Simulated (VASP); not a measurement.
**Mn: single point with PBE**

Crystal: Mn.

```xyz
1
Lattice="0.0000 1.8186 1.8186 1.8186 0.0000 1.8186 1.8186 1.8186 0.0000" Properties=species:S:1:pos:R:3 pbc="T T T"
Mn    0.0000    0.0000    0.0000
```

This cell differs from its parent crystal: volume scaled by 1.12.

```json
{
 "Program": "VASP 6.6.1",
 "Task": "single point",
 "Functional": "PBE",
 "Potentials or basis": "VASP PAW PBE potentials, release 64 (Mn_pv)",
 "Cutoff": "500 eV",
 "k mesh": "17 × 17 × 17",
 "Occupations": "fermi-dirac, width 0.05 eV",
 "Spin": "collinear spin, ferromagnetic start",
 "Starting moments": "[3.0] μB",
 "Dipole correction": "no",
 "Further INCAR settings": "ALGO = Normal; EDIFF = 1e-06; NBANDS = 16"
}
```

| Quantity | Value |
| --- | --- |
| Pressure | -24.5 GPa |
| Net moment | 0.18 μB per cell |
| Site moments | Mn +0.18 μB |
| Valence electrons inside the program's atomic spheres | Mn 11.78 |

Levels at points of the mesh, in eV from the Fermi level:
Spin up:
```
           k point  band 3  band 4  band 5  band 6  band 7  band 8  band 9  band 10  band 11  band 12
(0.00, 0.00, 0.00)  -47.81   -7.80   -1.01   -1.01   -1.01    0.32    0.32    20.65    25.66    25.66
```
Spin down:
| k point | band 2 | band 3 | band 4 | band 5 | band 6 | band 7 | band 8 | band 9 | band 10 | band 11 |
| --- | --- | --- | --- | --- | --- | --- | --- | --- | --- | --- |
| (0.00, 0.00, 0.00) | -47.61 | -47.61 | -7.76 | -0.91 | -0.91 | -0.91 | 0.62 | 0.62 | 20.62 | 25.74 |

Run time: 37 s on 1 thread of Intel(R) Xeon(R) 6975P-C (Granite Rapids), with other jobs on the host, peak memory 0.16 GiB.
